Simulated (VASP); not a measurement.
# MgZn2S3 (P3m1) in VASP: notebook

MgZn2S3 is run at these levels: PBE; tasks: single point, relaxation of cell and atoms.

All numbers are computed with VASP 6.6.1; they aren't measurements. Logs are shortened: lines on timing, memory, paths and dates and some standing lists are left out, and cuts for length are marked.

### 1 The cell of the first run

The structure is trigonal, space group P3m1 (No. 156). The conventional cell has a = 3.808 Å, b = 3.808 Å, c = 9.328 Å, α = 90.00°, β = 90.00°, γ = 120.00°. Within 3.1 Å of Mg (site symmetry 3m) lie 4 S at 2.33 Å. Zn (site symmetry 3m) has 4 S at 2.33 Å within 3.1 Å. Zn (site symmetry 3m) has 4 S at 2.33 Å within 3.1 Å. Within 3.1 Å of S (site symmetry 3m) lie 3 Mg at 2.33 Å and 1 Zn at 2.33 Å. Within 3.1 Å of S (site symmetry 3m) lie 4 Zn at 2.33 Å. S (site symmetry 3m) has 3 Zn at 2.33 Å and 1 Mg at 2.33 Å within 3.1 Å.

### 2 Single point, PBE

INCAR reads:

```
SYSTEM = MgZn2S3
ALGO = Normal
EDIFF = 1E-6
ENCUT = 520
GGA = PE
ISIF = 2
ISMEAR = 0
LASPH = .TRUE.
LCHARG = .FALSE.
LREAL = .FALSE.
LWAVE = .FALSE.
NBANDS = 31
NELM = 60
PREC = Accurate
SIGMA = 0.1
```

KPOINTS reads:

```
k-points
0
G
  6 6 2
  0 0 0
```

POSCAR reads:

```
MgZn2S3
1.0
    3.8080230700      0.0000000000      0.0000000000
   -1.9040115300      3.2978447100      0.0000000000
    0.0000000000      0.0000000000      9.3277134400
Mg Zn S
1 2 3
Direct
    0.0000000000      0.0000000000      0.0000000000
    0.6666666700      0.3333333300      0.3333333300
    0.3333333300      0.6666666700      0.6666666700
    0.6666666700      0.3333333300      0.0833333300
    0.3333333300      0.6666666700      0.4166666700
    0.0000000000      0.0000000000      0.7500000000
```

Potentials or basis: VASP PAW PBE potentials, release 64 (Mg, Zn, S).

The run is started by

```sh
$ cat potpaw_PBE.64/Mg/POTCAR potpaw_PBE.64/Zn/POTCAR potpaw_PBE.64/S/POTCAR > POTCAR
$ mpirun -np 1 vasp_std > vasp.out
```

OUTCAR:

```text
SYSTEM = MgZn2S3
   EDIFF = 1E-6
   ENCUT = 520
   GGA = PE
   ISIF = 2
   ISMEAR = 0
   LASPH = .TRUE.
   LREAL = .FALSE.
   NELM = 60
   PREC = Accurate

 ion  position               nearest neighbor table
   1  0.000  0.000  0.000-   4 2.33   4 2.33   6 2.33   4 2.33
   2  0.667  0.333  0.333-   5 2.33   4 2.33   5 2.33   5 2.33
   3  0.333  0.667  0.667-   6 2.33   6 2.33   5 2.33   6 2.33
   4  0.667  0.333  0.083-   1 2.33   1 2.33   2 2.33   1 2.33
   5  0.333  0.667  0.417-   2 2.33   3 2.33   2 2.33   2 2.33
   6  0.000  0.000  0.750-   3 2.33   3 2.33   1 2.33   3 2.33

  LATTYP: Found a hexagonal cell.
 ALAT       =     3.8080230700
 C/A-ratio  =     2.4494897401

  Lattice vectors:

 A1 = (   3.8080230700,   0.0000000000,   0.0000000000)
 A2 = (  -1.9040115300,   3.2978447100,   0.0000000000)
 A3 = (   0.0000000000,   0.0000000000,   9.3277134400)

Analysis of symmetry for initial positions (statically):
=====================================================================
 Subroutine PRICEL returns:
 Original cell was already a primitive cell.

 Routine SETGRP: Setting up the symmetry group for a
 hexagonal supercell.

 Subroutine GETGRP returns: Found  6 space group operations
 (whereof  6 operations were pure point group operations)
 out of a pool of 24 trial point group operations.

The static configuration has the point symmetry C_3v.

Analysis of symmetry for dynamics (positions and initial velocities):
=====================================================================
 Subroutine PRICEL returns:
 Original cell was already a primitive cell.

 Routine SETGRP: Setting up the symmetry group for a
 hexagonal supercell.

 Subroutine GETGRP returns: Found  6 space group operations
 (whereof  6 operations were pure point group operations)
 out of a pool of 24 trial point group operations.

The dynamic configuration has the point symmetry C_3v.

 Subroutine INISYM returns: Found  6 space group operations
 (whereof  6 operations are pure point group operations),
 and found     1 'primitive' translations

----------------------------------------------------------------------------------------

                                     Primitive cell

  volume of cell :     117.1399

  direct lattice vectors                    reciprocal lattice vectors
     3.808023070  0.000000000  0.000000000     0.262603451  0.151614173  0.000000000
    -1.904011530  3.297844710  0.000000000     0.000000000  0.303228347  0.000000000
     0.000000000  0.000000000  9.327713440     0.000000000  0.000000000  0.107207410

  length of vectors
     3.808023070  3.808023062  9.327713440     0.303228346  0.303228347  0.107207410

  position of ions in fractional coordinates (direct lattice)
     0.000000000  0.000000000  0.000000000
     0.666666670  0.333333330  0.333333330
     0.333333330  0.666666670  0.666666670
     0.666666670  0.333333330  0.083333330
     0.333333330  0.666666670  0.416666670
     0.000000000  0.000000000  0.750000000

  ion indices of the primitive-cell ions
   primitive index   ion index
                 1           1
                 2           2
                 3           3
                 4           4
                 5           5
                 6           6

----------------------------------------------------------------------------------------

 KPOINTS: k-points

Automatic generation of k-mesh.
 Grid dimensions read from file:
 generate k-points for:    6    6    2

 Generating k-lattice:

  Cartesian coordinates                     Fractional coordinates (reciprocal lattice)
     0.043767242  0.025269029  0.000000000     0.166666667  0.000000000  0.000000000
     0.000000000  0.050538058  0.000000000     0.000000000  0.166666667  0.000000000
     0.000000000  0.000000000  0.053603705     0.000000000  0.000000000  0.500000000

  Length of vectors
     0.050538058  0.050538058  0.053603705

  Shift w.r.t. Gamma in fractional coordinates (k-lattice)
     0.000000000  0.000000000  0.000000000

 Subroutine IBZKPT returns following result:
 ===========================================

 Found     14 irreducible k-points:

 Following reciprocal coordinates:
            Coordinates               Weight
  0.000000  0.000000  0.000000      1.000000
  0.166667 -0.000000  0.000000      6.000000
  0.333333  0.000000  0.000000      6.000000
  0.500000  0.000000  0.000000      3.000000
  0.166667  0.166667  0.000000      6.000000
  0.333333  0.166667  0.000000     12.000000
  0.333333  0.333333  0.000000      2.000000
  0.000000  0.000000  0.500000      1.000000
  0.166667 -0.000000  0.500000      6.000000
  0.333333  0.000000  0.500000      6.000000
  0.500000  0.000000  0.500000      3.000000
  0.166667  0.166667  0.500000      6.000000
  0.333333  0.166667  0.500000     12.000000
  0.333333  0.333333  0.500000      2.000000
   k-points           NKPTS =     14   k-points in BZ     NKDIM =     14   number of bands    NBANDS=     31
   number of dos      NEDOS =    301   number of ions     NIONS =      6
   total plane-waves  NPLWV =  54880
   dimension x,y,z NGX =    28 NGY =   28 NGZ =   70
   dimension x,y,z NGXF=    56 NGYF=   56 NGZF=  140
   ions per type =               1   2   3
   NGX,Y,Z   is equivalent  to a cutoff of  12.22, 12.22, 12.48 a.u.
   NGXF,Y,Z  is equivalent  to a cutoff of  24.45, 24.45, 24.95 a.u.
 SYSTEM =  MgZn2S3
   PREC   = accura    normal or accurate (medium, high low for compatibility)
   ISTART =      0    job   : 0-new  1-cont  2-samecut
   ICHARG =      2    charge: 1-file 2-atom 10-const
   ISPIN  =      1    spin polarized calculation?
   LNONCOLLINEAR =      F non collinear calculations
   LSORBIT =      F    spin-orbit coupling
   LASPH  =      T    aspherical Exc in radial PAW
   ENCUT  =  520.0 eV  38.22 Ry    6.18 a.u.   7.08  7.08 17.34*2*pi/ulx,y,z
   NELM   =     60;   NELMIN=  2; NELMDL= -5     # of ELM steps
   EDIFF  = 0.1E-05   stopping-criterion for ELM
   LREAL  =      F    real-space projection
   EDIFFG = 0.1E-04   stopping-criterion for IOM
   NSW    =      0    number of steps for IOM
   IBRION =     -1    ionic relax: 0-MD 1-quasi-New 2-CG
   NFREE  =      0    steps in history (QN), initial steepest desc. (CG)
   ISIF   =      2    stress and relaxation
   ISYM   =      2    0-nonsym 1-usesym 2-fastsym
   POTIM  = 0.5000    time-step for ionic-motion
   TEBEG  =    0.0;   TEEND  =   0.0 temperature during run
   PSTRESS=    0.0 pullay stress
   NELECT =      44.0000    total number of electrons
   NUPDOWN=      -1.0000    fix difference up-down
   EMIN   =  10.00;   EMAX   =-10.00  energy-range for DOS
   EFERMI =   0.00;   METHOD = LEGACY
   ISMEAR =     0;   SIGMA  =   0.10  broadening in eV -4-tet -1-fermi 0-gaus
   EFERMI_NEDOS =   21; number of points for ismear=-14 and -15
   IALGO  =     38    algorithm
   IMIX   =      4    mixing-type and parameters
     AMIX     =   0.40;   BMIX     =  1.00
     AMIX_MAG =   1.60;   BMIX_MAG =  1.00
  volume/ion in A,a.u.               =      19.52       131.75
  Fermi-wavevector in a.u.,A,eV,Ry     =   1.181202  2.232148 18.983358  1.395237
  Thomas-Fermi vector in A             =   2.317480
   LORBIT       =      0    0 simple, 1 ext, 2 COOP (PROOUT), +10 PAW based schemes
   GGA     = PE    functional components
   LHFCALC =     F    Hartree Fock is set to
   AEXX    =    0.0000 exact exchange contribution
   IVDW    =     0    specifies the selected vdW correction
   LEPSILON=     F    determine dielectric tensor
   LRPA    =     F    only Hartree local field effects (RPA)
 non-spin polarized calculation
 Gauss-broadening in eV      SIGMA  =   0.10
  energy-cutoff  :      520.00
  volume of cell :      117.14
 maximum number of plane-waves:      3189
   NGX = 15   NGY = 15   NGZ = 35

 number of electron      43.9999973 magnetization

 Free energy of the ion-electron system (eV)
  ---------------------------------------------------
  ext. energy  EPLUGINS =         0.00000000
  ---------------------------------------------------
  free energy    TOTEN  =       -21.88675168 eV

  energy without entropy =      -21.88675168  energy(sigma->0) =      -21.88675168

 E-fermi :   2.7192     XC(G=0):  -9.4463

 val. band max:        2.2754767964   @ k =   0.0000   0.0000   0.0000
 cond. band min:       4.8356821132   @ k =   0.0000   0.0000   0.0000
 fundamental gap:      2.5602053168
 Fermi energy:         2.7192495293

 k-point     1 :       0.0000    0.0000    0.0000
  band No.  band energies     occupation
      1     -10.6285      2.00000
      2     -10.0397      2.00000
      3      -9.7454      2.00000
      4      -3.8982      2.00000
      5      -3.8982      2.00000
      6      -3.8762      2.00000
[... 23 lines left out ...]
     30       9.4763      0.00000
     31       9.9688      0.00000

 k-point     2 :       0.1667   -0.0000    0.0000
  band No.  band energies     occupation
      1     -10.4459      2.00000
      2      -9.9084      2.00000
      3      -9.6214      2.00000
      4      -3.9043      2.00000
      5      -3.8582      2.00000
      6      -3.8483      2.00000
[... 23 lines left out ...]
     30       9.5342      0.00000
     31       9.9130      0.00000

 k-point     3 :       0.3333    0.0000    0.0000
  band No.  band energies     occupation
      1     -10.0088      2.00000
      2      -9.6437      2.00000
      3      -9.3593      2.00000
      4      -3.8894      2.00000
      5      -3.8095      2.00000
      6      -3.7882      2.00000
[... 23 lines left out ...]
     30      10.1062      0.00000
     31      10.5869      0.00000

 k-point     4 :       0.5000    0.0000    0.0000
  band No.  band energies     occupation
      1      -9.6986      2.00000
      2      -9.5554      2.00000
      3      -9.2209      2.00000
      4      -3.8707      2.00000
      5      -3.7864      2.00000
      6      -3.7616      2.00000
[... 295 lines left out ...]
     30      10.0894      0.00000
     31      10.3970      0.00000

 k-point    13 :       0.3333    0.1667    0.5000
  band No.  band energies     occupation
      1      -9.7123      2.00000
      2      -9.5517      2.00000
      3      -9.2231      2.00000
      4      -3.8203      2.00000
      5      -3.7744      2.00000
      6      -3.7453      2.00000
[... 23 lines left out ...]
     30      10.2653      0.00000
     31      10.7132      0.00000

 k-point    14 :       0.3333    0.3333    0.5000
  band No.  band energies     occupation
      1      -9.5548      2.00000
      2      -9.4819      2.00000
      3      -9.1811      2.00000
      4      -3.7730      2.00000
      5      -3.7662      2.00000
      6      -3.7310      2.00000
[... 23 lines left out ...]
     30      10.0222      0.00000
     31      11.1032      0.00000

------------------------ aborting loop because EDIFF is reached ----------------------------------------

  FORCE on cell =-STRESS in cart. coord.  units (eV):
  Direction    XX          YY          ZZ          XY          YZ          ZX
  --------------------------------------------------------------------------------------
  -------------------------------------------------------------------------------------
  Total        4.5013227      4.5013227      4.4348186      0.0000000      0.0000000      0.0000000
  in kB       61.5666837     61.5666835     60.6570769      0.0000001      0.0000000      0.0000000
  external PRESSURE =      61.2634814 kB  Pullay stress =       0.0000000 kB

 VOLUME and BASIS-vectors are now :
 -----------------------------------------------------------------------------
  energy-cutoff  :      520.00
  volume of cell :      117.14
      direct lattice vectors                 reciprocal lattice vectors
     3.808023070  0.000000000  0.000000000     0.262603451  0.151614173  0.000000000
    -1.904011530  3.297844710  0.000000000     0.000000000  0.303228347  0.000000000
     0.000000000  0.000000000  9.327713440     0.000000000  0.000000000  0.107207410

 POSITION                                       TOTAL-FORCE (eV/Angst)
 -----------------------------------------------------------------------------------
      0.00000      0.00000      0.00000         0.000000     -0.000000      0.160760
      1.90401      1.09928      3.10924         0.000000      0.000000     -0.000551
     -0.00000      2.19856      6.21848         0.000000     -0.000000     -0.097262
      1.90401      1.09928      0.77731        -0.000000     -0.000000      0.635767
     -0.00000      2.19856      3.88655        -0.000000      0.000000      0.033143
      0.00000      0.00000      6.99579         0.000000     -0.000000     -0.731857
 -----------------------------------------------------------------------------------
    total drift:                               -0.000003      0.000004     -0.000143

  FREE ENERGIE OF THE ION-ELECTRON SYSTEM (eV)
  ---------------------------------------------------
  free  energy   TOTEN  =       -21.8867516822 eV

  energy  without entropy=      -21.8867516822  energy(sigma->0) =      -21.88675168
```

Run time: 52 s. Hardware: 1 thread of Intel Xeon Platinum 8375C at 2.90GHz (Ice Lake), shared host; peak memory 0.23 GiB.

Results:

- Free energy: -21.8868 eV
- Pressure: 6.1 GPa
- Largest force: 0.732 eV/Å
- Band gap on the k mesh: 2.56 eV

Forces on the atoms (eV/Å):
```
Mg   0.000  0.000  0.161
Zn   0.000  0.000 -0.001
Zn   0.000  0.000 -0.097
S    0.000  0.000  0.636
S    0.000  0.000  0.033
S    0.000  0.000 -0.732
```

Stress tensor (GPa, compression positive):
```
6.16 0.00 0.00
0.00 6.16 0.00
0.00 0.00 6.07
```

Caveat: the cell stands under pressure.

### 3 Single point, PBE

This run uses another cell than the first one, of 21.12 Å³/atom.

INCAR reads:

```
SYSTEM = MgZn2S3
PREC = Accurate
ENCUT = 520
EDIFF = 1E-6
ISMEAR = 0
SIGMA = 0.1
LREAL = .FALSE.
LASPH = .TRUE.
NELM = 60
ALGO = Normal
ISIF = 2
LWAVE = .FALSE.
LCHARG = .FALSE.
GGA = PE
NBANDS = 31
```

KPOINTS reads:

```
regular mesh
0
G
  6 6 2
  0 0 0
```

POSCAR reads:

```
MgZn2S3
1.0
    3.9060775023     -0.0000000030      0.0000000000
   -1.9530387486      3.3827623477      0.0000000000
    0.0000000000      0.0000000000      9.5900728610
Mg Zn S
1 2 3
Direct
    0.0000000000      0.0000000000     -0.0000211544
    0.6666666667      0.3333333333      0.3374333232
    0.3333333333      0.6666666667      0.6620687374
    0.6666666667      0.3333333333      0.0916445098
    0.3333333333      0.6666666667      0.4164420335
    0.0000000000      0.0000000000      0.7424325505
```

Potentials or basis: VASP PAW PBE potentials, release 64 (Mg, Zn, S).

The run is started by

```sh
$ cat potpaw_PBE.64/Mg/POTCAR potpaw_PBE.64/Zn/POTCAR potpaw_PBE.64/S/POTCAR > POTCAR
$ mpirun -np 1 vasp_std > vasp.out
```

Wall time 65 s (1 thread of Intel Xeon Platinum 8375C at 2.90GHz (Ice Lake), shared host); peak memory 0.26 GiB.

The run converged. Its results:

```
Free energy            : -22.1082 eV
Pressure               : 0.0 GPa
Largest force          : 0.020 eV/Å
Band gap on the k mesh : 2.23 eV
```

Forces in eV/Å, atoms in the order of the input:
```
Mg   0.000  0.000  0.005
Zn   0.000  0.000 -0.005
Zn   0.000  0.000 -0.005
S    0.000  0.000 -0.020
S    0.000  0.000  0.007
S    0.000  0.000  0.018
```

Levels at points of the mesh, in eV from the valence-band top:
| k point | band 18 | band 19 | band 20 | band 21 | band 22 | band 23 | band 24 | band 25 | band 26 | band 27 |
| --- | --- | --- | --- | --- | --- | --- | --- | --- | --- | --- |
| (0.00, 0.00, 0.00) | -0.46 | -0.46 | -0.06 | 0.00 | 0.00 | 2.23 | 3.37 | 4.56 | 6.66 | 6.66 |
| (0.50, 0.00, 0.00) | -1.82 | -1.70 | -1.33 | -1.14 | -0.88 | 3.52 | 4.17 | 4.32 | 5.34 | 6.24 |
| (0.00, 0.00, 0.50) | -0.78 | -0.37 | -0.37 | -0.06 | -0.06 | 3.08 | 3.16 | 4.48 | 6.46 | 6.88 |
| (0.50, 0.00, 0.50) | -2.08 | -1.71 | -1.42 | -0.71 | -0.70 | 3.59 | 4.10 | 4.23 | 5.29 | 5.80 |

[end of part 1 of 2]
